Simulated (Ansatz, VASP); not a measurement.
## Sb in VASP and in Ansatz

The input INCAR:

```
PREC     = Accurate       # precision mode
ENCUT    = 520            # plane-wave cutoff, eV
EDIFF    = 1E-8           # SCF threshold, eV
ISMEAR   = -1             # smearing method
SIGMA    = 0.15           # smearing width, eV
LREAL    = False          # projectors in reciprocal space
LASPH    = True           # aspherical terms in the spheres
NELM     = 60             # most SCF steps
ALGO     = Normal         # electronic algorithm
ISIF     = 2              # what is computed and relaxed
LWAVE    = False          # write WAVECAR
LCHARG   = False          # write CHGCAR
GGA      = PS             # functional
LEFG     = True         
NBANDS   = 12             # bands
```

Contents of KPOINTS:

```
Automatic mesh
0
Gamma
  12 12 12
```

File POSCAR:

```
Sb
1.0
    2.1580243715      1.2459359518      3.6816800751
   -2.1580243715      1.2459359518      3.6816800751
    0.0000000000     -2.4918719036      3.6816800751
Sb
2
Direct
    0.2365647118      0.2365647118      0.2365647118
    0.7634352882      0.7634352882      0.7634352882
```

Input for Ansatz:

```yaml
crystal:
  lattice:
    - [2.1580243715, 1.2459359518, 3.6816800751]
    - [-2.1580243715, 1.2459359518, 3.6816800751]
    - [0.0, -2.4918719036, 3.6816800751]
  atoms:
    - { symbol: Sb, position: [0.2365647118, 0.2365647118, 0.2365647118] }
    - { symbol: Sb, position: [0.7634352882, 0.7634352882, 0.7634352882] }
basis:
  ecutwfc: 420
kpoints:
  mp_grid: { grid: [12, 12, 12] }
hamiltonian:
  xc: pbesol
scf:
  occupations: { method: fermi_dirac, width: 0.15 }
output:
  forces: true
  stress: true
  eigenvalues: true
  efg: {}
checkpoint:
  read: start.run
  write: ck
  compress: false
  write_wavefunctions: false
  write_every: 100000
```

Alike in both runs: task electric field gradients; functional PBEsol; k mesh 12 × 12 × 12; occupations fermi-dirac, width 0.15 eV; no spin polarisation.

|  | VASP | Ansatz |
| --- | --- | --- |
| version | VASP 6.6.1 | Ansatz 0.2.0 |
| potentials or method | VASP PAW PBE potentials, release 64 (Sb), cutoff 520 eV | scalar-relativistic, plane waves, PAW |
| valence electrons in the cell | 10 | 30 |

Ansatz gave:

- gap on the k mesh at the Fermi level (eV): none
- pressure (GPa): 0.0
- rms of the force components (eV/Å): 0.000
- size of Vzz on the site where it differs most (V/Å²): 32.4

Question: Estimate VASP's values.

Answer: gap on the k mesh at the Fermi level (eV): none; pressure (GPa): 0.2; rms of the force components (eV/Å): 0.027; size of Vzz on the site where it differs most (V/Å²): 30.0.

VASP's potentials were made for PBE, not for PBEsol. Atom by atom the forces differ by 0.027 eV/Å (rms over components). A gap of «none» marks a metal or a gap that the smearing closes. VASP's potentials hold 10 valence electrons a cell and Ansatz's 30, so a difference there can come from the potentials and not from the codes.

Spin-orbit coupling is off throughout.
